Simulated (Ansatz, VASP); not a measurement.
Two plane-wave programs on CaSe

File INCAR:

```
PREC = Accurate ; ENCUT = 520
EDIFF = 1E-6 ; ISMEAR = 0
SIGMA = 0.05 ; LREAL = F
LASPH = T ; NELM = 100
ALGO = Normal ; ISIF = 2
LWAVE = F ; LCHARG = F
GGA = PE ; NBANDS = 15
```

Contents of KPOINTS:

```
Automatic mesh
0
Gamma
  6 6 6
```

File POSCAR:

```
CaSe
1.0
    0.0000000000      3.3000000000      3.5640000000
    3.3000000000      0.0000000000      3.5640000000
    3.3000000000      3.3000000000      0.0000000000
Ca Se
1 1
Direct
    0.0000000000      0.0000000000      0.0000000000
    0.7500000000      0.7500000000      0.7500000000
```

Input for Ansatz:

```yaml
crystal:
  lattice:
    - [0.0, 3.3, 3.564]
    - [3.3, 0.0, 3.564]
    - [3.3, 3.3, 0.0]
  atoms:
    - { symbol: Ca, position: [0.0, 0.0, 0.0] }
    - { symbol: Se, position: [0.75, 0.75, 0.75] }
basis:
  ecutwfc: 420
kpoints:
  mp_grid: { grid: [6, 6, 6] }
hamiltonian:
  xc: pbe
scf:
  occupations: { method: gaussian, width: 0.05 }
output:
  forces: true
  stress: true
  eigenvalues: true
```

Change from the starting cell: strain +0.000 along x and y, +0.080 along z, atoms carried along.

Alike in both runs: task single point; functional PBE; k mesh 6 × 6 × 6; occupations gaussian, width 0.05 eV; no spin polarisation.

```csv
,VASP,Ansatz
version,VASP 6.6.1,Ansatz 0.2.0
potentials or method,"VASP PAW PBE potentials, release 64 (Ca_sv, Se), cutoff 520 eV","scalar-relativistic, plane waves, PAW"
valence electrons in the cell,16,26
```

```tsv
	VASP	Ansatz	Ansatz less VASP
gap on the k mesh at the Fermi level (eV)	2.79	2.79	+0.001
least direct gap on the mesh (eV)	2.91	2.91	0.000
pressure (GPa)	-2.3	-2.4	-0.07
traceless stress, the component that is largest in VASP (GPa)	-0.61	-0.62	-0.009
```

VASP's potentials hold 16 valence electrons a cell and Ansatz's 26, so a difference there can come from the potentials and not from the codes.
